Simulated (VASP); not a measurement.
# NaHgH2 (P4/mmm) in VASP: a series of runs

NaHgH2 is run at these levels: PBE; tasks: single point, relaxation of cell and atoms.

Program: VASP 6.6.1. These are calculated values, not measurements. Logs are shortened: lines on timing, memory, paths and dates and some standing lists are left out, and cuts for length are marked.

## (1) The cell of the first run

It takes space group P4/mmm (No. 123, tetragonal). Conventional cell: a = 3.542 Å, b = 3.542 Å, c = 4.436 Å, α = 90.00°, β = 90.00°, γ = 90.00°. Within 2.9 Å of Na (site symmetry 4/mmm) lie 6 H at 2.22 to 2.50 Å. Within 2.9 Å of Hg (site symmetry 4/mmm) lie 6 H at 2.22 to 2.50 Å. H (site symmetry 4/mmm) has 2 Na at 2.22 Å and 4 Hg at 2.50 Å within 2.9 Å. H (site symmetry 4/mmm) has 2 Hg at 2.22 Å and 4 Na at 2.50 Å within 2.9 Å.

## (2) Single point, PBE

Contents of INCAR:

```
PREC     = Accurate       # precision mode
ENCUT    = 520            # plane-wave cutoff, eV
EDIFF    = 1E-6           # SCF threshold, eV
ISMEAR   = 0              # smearing method
SIGMA    = 0.1            # smearing width, eV
LREAL    = False          # projectors in reciprocal space
LASPH    = True           # aspherical terms in the spheres
NELM     = 80             # most SCF steps
ALGO     = Normal         # electronic algorithm
ISIF     = 2              # what is computed and relaxed
LWAVE    = False          # write WAVECAR
LCHARG   = False          # write CHGCAR
GGA      = PE             # functional
NBANDS   = 18             # bands
```

Contents of KPOINTS:

```
regular mesh
0
Gamma
  6 6 4
```

Contents of POSCAR:

```
NaHgH2
1.0
    3.5416046976      0.0000000000      0.0000000000
    0.0000000000      3.5416046976      0.0000000000
    0.0000000000      0.0000000000      4.4363066984
Na Hg H
1 1 2
Direct
    0.0000000000      0.0000000000      0.0000000000
    0.5000000000      0.5000000000      0.5000000000
    0.0000000000      0.0000000000      0.5000000000
    0.5000000000      0.5000000000      0.0000000000
```

Potentials or basis: VASP PAW PBE potentials, release 64 (Na_pv, Hg, H).

Command:

```bash
$ cat potpaw_PBE.64/Na_pv/POTCAR potpaw_PBE.64/Hg/POTCAR potpaw_PBE.64/H/POTCAR > POTCAR
$ mpirun -np 1 vasp_std > vasp.out
```

OUTCAR:

```text
PREC = Accurate
   ENCUT = 520
   EDIFF = 1E-6
   ISMEAR = 0
   LREAL = False
   LASPH = True
   NELM = 80
   ISIF = 2
   GGA = PE

 ion  position               nearest neighbor table
   1  0.000  0.000  0.000-
   2  0.500  0.500  0.500-   4 2.22   4 2.22
   3  0.000  0.000  0.500-
   4  0.500  0.500  0.000-   2 2.22   2 2.22

  LATTYP: Found a simple tetragonal cell.
 ALAT       =     3.5416046976
 C/A-ratio  =     1.2526261616

  Lattice vectors:

 A1 = (   3.5416046976,   0.0000000000,   0.0000000000)
 A2 = (   0.0000000000,   3.5416046976,   0.0000000000)
 A3 = (   0.0000000000,   0.0000000000,   4.4363066984)

Analysis of symmetry for initial positions (statically):
=====================================================================
 Subroutine PRICEL returns:
 Original cell was already a primitive cell.

 Routine SETGRP: Setting up the symmetry group for a
 simple tetragonal supercell.

 Subroutine GETGRP returns: Found 16 space group operations
 (whereof 16 operations were pure point group operations)
 out of a pool of 16 trial point group operations.

The static configuration has the point symmetry D_4h.

Analysis of symmetry for dynamics (positions and initial velocities):
=====================================================================
 Subroutine PRICEL returns:
 Original cell was already a primitive cell.

 Routine SETGRP: Setting up the symmetry group for a
 simple tetragonal supercell.

 Subroutine GETGRP returns: Found 16 space group operations
 (whereof 16 operations were pure point group operations)
 out of a pool of 16 trial point group operations.

The dynamic configuration has the point symmetry D_4h.

 Subroutine INISYM returns: Found 16 space group operations
 (whereof 16 operations are pure point group operations),
 and found     1 'primitive' translations

----------------------------------------------------------------------------------------

                                     Primitive cell

  volume of cell :      55.6444

  direct lattice vectors                    reciprocal lattice vectors
     3.541604698  0.000000000  0.000000000     0.282357882  0.000000000  0.000000000
     0.000000000  3.541604698  0.000000000     0.000000000  0.282357882  0.000000000
     0.000000000  0.000000000  4.436306698     0.000000000  0.000000000  0.225412729

  length of vectors
     3.541604698  3.541604698  4.436306698     0.282357882  0.282357882  0.225412729

  position of ions in fractional coordinates (direct lattice)
     0.000000000  0.000000000  0.000000000
     0.500000000  0.500000000  0.500000000
     0.000000000  0.000000000  0.500000000
     0.500000000  0.500000000  0.000000000

  ion indices of the primitive-cell ions
   primitive index   ion index
                 1           1
                 2           2
                 3           3
                 4           4

----------------------------------------------------------------------------------------

 KPOINTS: regular mesh

Automatic generation of k-mesh.
 Grid dimensions read from file:
 generate k-points for:    6    6    4

 Generating k-lattice:

  Cartesian coordinates                     Fractional coordinates (reciprocal lattice)
     0.047059647  0.000000000  0.000000000     0.166666667  0.000000000  0.000000000
     0.000000000  0.047059647  0.000000000     0.000000000  0.166666667  0.000000000
     0.000000000  0.000000000  0.056353182     0.000000000  0.000000000  0.250000000

  Length of vectors
     0.047059647  0.047059647  0.056353182

  Shift w.r.t. Gamma in fractional coordinates (k-lattice)
     0.000000000  0.000000000  0.000000000

 Subroutine IBZKPT returns following result:
 ===========================================

 Found     30 irreducible k-points:

 Following reciprocal coordinates:
            Coordinates               Weight
  0.000000  0.000000  0.000000      1.000000
  0.166667  0.000000  0.000000      4.000000
  0.333333  0.000000  0.000000      4.000000
  0.500000  0.000000  0.000000      2.000000
  0.166667  0.166667  0.000000      4.000000
  0.333333  0.166667  0.000000      8.000000
[... 16 lines left out ...]
  0.333333  0.000000  0.500000      4.000000
  0.500000  0.000000  0.500000      2.000000
 [... further k-points ...]
   k-points           NKPTS =     30   k-points in BZ     NKDIM =     30   number of bands    NBANDS=     18
   number of dos      NEDOS =    301   number of ions     NIONS =      4
   total plane-waves  NPLWV =  28224
   dimension x,y,z NGX =    28 NGY =   28 NGZ =   36
   dimension x,y,z NGXF=    56 NGYF=   56 NGZF=   72
   ions per type =               1   1   2
   NGX,Y,Z   is equivalent  to a cutoff of  13.14, 13.14, 13.49 a.u.
   NGXF,Y,Z  is equivalent  to a cutoff of  26.29, 26.29, 26.98 a.u.
 SYSTEM =  unknown system
   PREC   = accura    normal or accurate (medium, high low for compatibility)
   ISTART =      0    job   : 0-new  1-cont  2-samecut
   ICHARG =      2    charge: 1-file 2-atom 10-const
   ISPIN  =      1    spin polarized calculation?
   LNONCOLLINEAR =      F non collinear calculations
   LSORBIT =      F    spin-orbit coupling
   LASPH  =      T    aspherical Exc in radial PAW
   ENCUT  =  520.0 eV  38.22 Ry    6.18 a.u.   6.59  6.59  8.25*2*pi/ulx,y,z
   NELM   =     80;   NELMIN=  2; NELMDL= -5     # of ELM steps
   EDIFF  = 0.1E-05   stopping-criterion for ELM
   LREAL  =      F    real-space projection
   EDIFFG = 0.1E-04   stopping-criterion for IOM
   NSW    =      0    number of steps for IOM
   IBRION =     -1    ionic relax: 0-MD 1-quasi-New 2-CG
   NFREE  =      0    steps in history (QN), initial steepest desc. (CG)
   ISIF   =      2    stress and relaxation
   ISYM   =      2    0-nonsym 1-usesym 2-fastsym
   POTIM  = 0.5000    time-step for ionic-motion
   TEBEG  =    0.0;   TEEND  =   0.0 temperature during run
   PSTRESS=    0.0 pullay stress
   NELECT =      21.0000    total number of electrons
   NUPDOWN=      -1.0000    fix difference up-down
   EMIN   =  10.00;   EMAX   =-10.00  energy-range for DOS
   EFERMI =   0.00;   METHOD = LEGACY
   ISMEAR =     0;   SIGMA  =   0.10  broadening in eV -4-tet -1-fermi 0-gaus
   EFERMI_NEDOS =   21; number of points for ismear=-14 and -15
   IALGO  =     38    algorithm
   IMIX   =      4    mixing-type and parameters
     AMIX     =   0.40;   BMIX     =  1.00
     AMIX_MAG =   1.60;   BMIX_MAG =  1.00
  volume/ion in A,a.u.               =      13.91        93.88
  Fermi-wavevector in a.u.,A,eV,Ry     =   1.183062  2.235662 19.043186  1.399635
  Thomas-Fermi vector in A             =   2.319303
   LORBIT       =      0    0 simple, 1 ext, 2 COOP (PROOUT), +10 PAW based schemes
   GGA     = PE    functional components
   LHFCALC =     F    Hartree Fock is set to
   AEXX    =    0.0000 exact exchange contribution
   IVDW    =     0    specifies the selected vdW correction
   LEPSILON=     F    determine dielectric tensor
   LRPA    =     F    only Hartree local field effects (RPA)
 non-spin polarized calculation
 Gauss-broadening in eV      SIGMA  =   0.10
  energy-cutoff  :      520.00
  volume of cell :       55.64
 maximum number of plane-waves:      1521
 NGX is ok and might be reduce to    28
   NGX = 13   NGY = 13   NGZ = 17

 number of electron      20.9999993 magnetization

 Free energy of the ion-electron system (eV)
  ---------------------------------------------------
  ext. energy  EPLUGINS =         0.00000000
  ---------------------------------------------------
  free energy    TOTEN  =        -7.55976190 eV

  energy without entropy =       -7.55814341  energy(sigma->0) =       -7.55895266

 E-fermi :   1.6676     XC(G=0):  -9.2595

 val. band max:        1.3821772644   @ k =   0.5000   0.3333   0.2500
 cond. band min:       1.7489386270   @ k =   0.3333   0.3333   0.2500
 fundamental gap:      0.3667613625
 Fermi energy:         1.6676059494

 k-point     1 :       0.0000    0.0000    0.0000
  band No.  band energies     occupation
      1     -22.5384      2.00000
      2     -22.5384      2.00000
      3     -22.5161      2.00000
      4      -6.5479      2.00000
      5      -5.8959      2.00000
      6      -5.3667      2.00000
[... 10 lines left out ...]
     17      14.7599      0.00000
     18      15.0063      0.00000

 k-point     2 :       0.1667    0.0000    0.0000
  band No.  band energies     occupation
      1     -22.5476      2.00000
      2     -22.5376      2.00000
      3     -22.5152      2.00000
      4      -6.2708      2.00000
      5      -5.7677      2.00000
      6      -5.2566      2.00000
[... 10 lines left out ...]
     17      12.7189      0.00000
     18      14.6090      0.00000

 k-point     3 :       0.3333    0.0000    0.0000
  band No.  band energies     occupation
      1     -22.5659      2.00000
      2     -22.5360      2.00000
      3     -22.5135      2.00000
      4      -5.9313      2.00000
      5      -5.3639      2.00000
      6      -5.0390      2.00000
[... 10 lines left out ...]
     17      12.2894      0.00000
     18      14.2049      0.00000

 k-point     4 :       0.5000    0.0000    0.0000
  band No.  band energies     occupation
      1     -22.5750      2.00000
      2     -22.5352      2.00000
      3     -22.5126      2.00000
      4      -5.8443      2.00000
      5      -5.2304      2.00000
      6      -5.1123      2.00000
[... 10 lines left out ...]
     17      11.1846      0.00000
     18      13.1299      0.00000

 k-point     5 :       0.1667    0.1667    0.0000
  band No.  band energies     occupation
      1     -22.5473      2.00000
      2     -22.5459      2.00000
      3     -22.5143      2.00000
      4      -6.0871      2.00000
      5      -5.5848      2.00000
      6      -5.1687      2.00000
[... 10 lines left out ...]
     17      12.5110      0.00000
     18      13.6738      0.00000

 k-point     6 :       0.3333    0.1667    0.0000
  band No.  band energies     occupation
      1     -22.5645      2.00000
      2     -22.5445      2.00000
      3     -22.5126      2.00000
      4      -5.8793      2.00000
      5      -5.2785      2.00000
      6      -5.0276      2.00000
[... 10 lines left out ...]
     17      12.6259      0.00000
     18      13.8041      0.00000

 k-point     7 :       0.5000    0.1667    0.0000
  band No.  band energies     occupation
      1     -22.5734      2.00000
      2     -22.5435      2.00000
      3     -22.5117      2.00000
      4      -5.8098      2.00000
      5      -5.2384      2.00000
      6      -5.0996      2.00000
[... 10 lines left out ...]
     17      13.0411      0.00000
     18      14.2360      0.00000

 k-point     8 :       0.3333    0.3333    0.0000
  band No.  band energies     occupation
      1     -22.5622      2.00000
      2     -22.5608      2.00000
      3     -22.5107      2.00000
      4      -5.7883      2.00000
      5      -5.5550      2.00000
      6      -5.0104      2.00000
[... 10 lines left out ...]
     17      10.5578      0.00000
     18      12.2529      0.00000
[... 229 lines left out ...]
     17      10.7721      0.00000
     18      13.2606      0.00000

 k-point    20 :       0.5000    0.5000    0.2500
  band No.  band energies     occupation
      1     -22.5682      2.00000
      2     -22.5682      2.00000
      3     -22.5122      2.00000
      4      -5.8227      2.00000
      5      -5.3118      2.00000
      6      -5.1041      2.00000
[... 10 lines left out ...]
     17      11.3594      0.00000
     18      14.2876      0.00000

 k-point    21 :       0.0000    0.0000    0.5000
  band No.  band energies     occupation
      1     -22.5383      2.00000
      2     -22.5383      2.00000
      3     -22.5242      2.00000
      4      -5.9808      2.00000
      5      -5.3540      2.00000
      6      -4.8442      2.00000
[... 10 lines left out ...]
     17      11.7026      0.00000
     18      13.4402      0.00000

 k-point    22 :       0.1667    0.0000    0.5000
  band No.  band energies     occupation
      1     -22.5473      2.00000
      2     -22.5374      2.00000
      3     -22.5229      2.00000
      4      -5.7120      2.00000
      5      -5.2420      2.00000
      6      -4.9740      2.00000
[... 10 lines left out ...]
     17      13.0556      0.00000
     18      14.7113      0.00000

 k-point    23 :       0.3333    0.0000    0.5000
  band No.  band energies     occupation
      1     -22.5651      2.00000
      2     -22.5357      2.00000
      3     -22.5204      2.00000
      4      -5.3617      2.00000
      5      -5.1707      2.00000
      6      -4.8816      2.00000
[... 10 lines left out ...]
     17      14.2356      0.00000
     18      14.7526      0.00000

 k-point    24 :       0.5000    0.0000    0.5000
  band No.  band energies     occupation
      1     -22.5740      2.00000
      2     -22.5349      2.00000
      3     -22.5191      2.00000
      4      -5.2672      2.00000
      5      -5.2524      2.00000
      6      -4.8974      2.00000
[... 10 lines left out ...]
     17      13.6869      0.00000
     18      14.0548      0.00000

 [... further k-points ...]
[... 5 lines left out ...]
  --------------------------------------------------------------------------------------
  -------------------------------------------------------------------------------------
  Total       -0.0145856     -0.0145856     -0.0095780      0.0000000     -0.0000000      0.0000000
  in kB       -0.4199647     -0.4199647     -0.2757810      0.0000000     -0.0000000      0.0000000
  external PRESSURE =      -0.3719035 kB  Pullay stress =       0.0000000 kB

 VOLUME and BASIS-vectors are now :
 -----------------------------------------------------------------------------
  energy-cutoff  :      520.00
  volume of cell :       55.64
      direct lattice vectors                 reciprocal lattice vectors
     3.541604698  0.000000000  0.000000000     0.282357882  0.000000000  0.000000000
     0.000000000  3.541604698  0.000000000     0.000000000  0.282357882  0.000000000
     0.000000000  0.000000000  4.436306698     0.000000000  0.000000000  0.225412729

 POSITION                                       TOTAL-FORCE (eV/Angst)
 -----------------------------------------------------------------------------------
      0.00000      0.00000      0.00000         0.000000      0.000000      0.000000
      1.77080      1.77080      2.21815         0.000000      0.000000      0.000000
      0.00000      0.00000      2.21815         0.000000      0.000000      0.000000
      1.77080      1.77080      0.00000         0.000000      0.000000      0.000000
 -----------------------------------------------------------------------------------
    total drift:                                0.000000      0.000000      0.000000

  FREE ENERGIE OF THE ION-ELECTRON SYSTEM (eV)
  ---------------------------------------------------
  free  energy   TOTEN  =        -7.5597619040 eV

  energy  without entropy=       -7.5581434123  energy(sigma->0) =       -7.55895266
```

Wall time 10 s (1 thread of Intel Xeon 6975P-C (Granite Rapids), shared host); peak memory 0.19 GiB.

Results:

```
Free energy : -7.5598 eV
Pressure    : 0.0 GPa
```

Caveat: spin-orbit coupling is left out, which moves the levels of the heavy elements.

## (3) Single point, PBE

This run uses another cell than the first one, of 16.58 Å³/atom, 1.192 times its volume.

Contents of INCAR:

```
SYSTEM = NaHgH2
  ALGO = Normal
  EDIFF = 1E-7
  ENCUT = 520
  GGA = PE
  ISIF = 2
  ISMEAR = 0
  LASPH = .True.
  LCHARG = .False.
  LREAL = .False.
  LWAVE = .False.
  NBANDS = 18
  NELM = 100
  PREC = Accurate
  SIGMA = 0.1
```

Contents of KPOINTS:

```
k-points
0
Gamma
  6 6 4
  0 0 0
```

Contents of POSCAR:

```
NaHgH2
1.0
    3.6062445800      0.0000000000      0.0000000000
    0.0000000000      3.6062445800      0.0000000000
    0.0000000000      0.0000000000      5.1000000000
Na Hg H
1 1 2
Direct
    0.0000000000      0.0000000000      0.0000000000
    0.5000000000      0.5000000000      0.5000000000
    0.0000000000      0.0000000000      0.5000000000
    0.5000000000      0.5000000000      0.0000000000
```

Potentials or basis: VASP PAW PBE potentials, release 64 (Na_pv, Hg, H).

Command:

```bash
$ cat potpaw_PBE.64/Na_pv/POTCAR potpaw_PBE.64/Hg/POTCAR potpaw_PBE.64/H/POTCAR > POTCAR
$ mpirun -np 1 vasp_std > vasp.out
```

Wall time 12 s (1 thread of Intel Xeon 6975P-C (Granite Rapids), shared host); peak memory 0.19 GiB.

It converged, with:

```yaml
Free_energy: -7.3122 eV
Pressure: -4.3 GPa
```

Stress tensor (GPa, compression positive):
```
-3.29  0.00  0.00
 0.00 -3.29  0.00
 0.00  0.00 -6.41
```

Levels at points of the mesh, in eV from the Fermi level:
| k point | band 8 | band 9 | band 10 | band 11 | band 12 | band 13 |
| --- | --- | --- | --- | --- | --- | --- |
| (0.00, 0.00, 0.00) | -5.96 | -5.81 | -1.32 | 1.32 | 3.29 | 6.44 |
| (0.50, 0.00, 0.00) | -5.93 | -4.00 | -3.61 | 0.52 | 3.40 | 3.48 |
| (0.50, 0.50, 0.00) | -5.59 | -2.68 | -0.60 | 1.22 | 1.22 | 1.71 |
| (0.00, 0.00, 0.50) | -5.81 | -5.55 | -4.17 | 2.74 | 4.43 | 7.06 |
| (0.50, 0.00, 0.50) | -5.90 | -3.37 | -3.00 | -2.86 | 2.55 | 6.56 |
| (0.50, 0.50, 0.50) | -5.59 | -2.27 | -0.85 | -0.48 | 1.86 | 1.86 |

Caveat: spin-orbit coupling is left out, which moves the levels of the heavy elements.

(Part 1 of 2 ends here.)
